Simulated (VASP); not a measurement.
Input of a VASP 6.6.1 run:

The input INCAR:

```
SYSTEM = Cd2Te3
PREC = Accurate
ENCUT = 600
EDIFF = 1E-7
ISMEAR = 0
SIGMA = 0.1
LREAL = .FALSE.
LASPH = .TRUE.
NELM = 100
ALGO = Fast
ISIF = 3
LWAVE = .FALSE.
LCHARG = .FALSE.
GGA = PE
IBRION = 2
NSW = 100
EDIFFG = -0.01
```

Contents of KPOINTS:

```
Automatic mesh
0
G
  12 12 4
  0 0 0
```

The input POSCAR:

```
Cd2Te3
1.0
    4.2470007083      0.0000000000      0.0000000000
   -2.1235003542      3.6780105033      0.0000000000
    0.0000000000      0.0000000000      9.4987585568
Cd Te
2 3
Direct
    0.3333333333      0.6666666667      0.1943224120
    0.6666666667      0.3333333333      0.8056775880
    0.0000000000      0.0000000000      0.0000000000
    0.3333333333      0.6666666667      0.6298807573
    0.6666666667      0.3333333333      0.3701192427
```

Potentials or basis: VASP PAW PBE potentials, release 64 (Cd, Te).

Launch:

```sh
$ cat potpaw_PBE.64/Cd/POTCAR potpaw_PBE.64/Te/POTCAR > POTCAR
$ mpirun -np 1 vasp_std > vasp.out
```

Problem. Estimate the relaxed volume.

Solution. 29.81 Å³/atom.

Problem. Estimate the space group after relaxing (to 0.1 Å).

Solution. P-3m1 (No. 164).

Problem. What does it give for the band gap on the k mesh?

Solution. Zero (bands 21 and 22 overlap by 1.64 eV).

Problem. Predict the relaxed cell.

Solution. a = 4.265 Å, b = 4.265 Å, c = 9.465 Å, α = 90.00°, β = 90.00°, γ = 120.00°.

Final structure:
```yaml
crystal:
  lattice:
    - [4.26450, 0.00000, 0.00000]
    - [-2.13225, 3.69317, 0.00000]
    - [0.00000, 0.00000, 9.46459]
  atoms:
    - { symbol: Cd, position: [0.33333, 0.66667, 0.19421] }
    - { symbol: Cd, position: [0.66667, 0.33333, 0.80579] }
    - { symbol: Te, position: [0.00000, 0.00000, 0.00000] }
    - { symbol: Te, position: [0.33333, 0.66667, 0.63162] }
    - { symbol: Te, position: [0.66667, 0.33333, 0.36838] }
```

Caveat: spin-orbit coupling is left out, which moves the levels of the heavy elements.
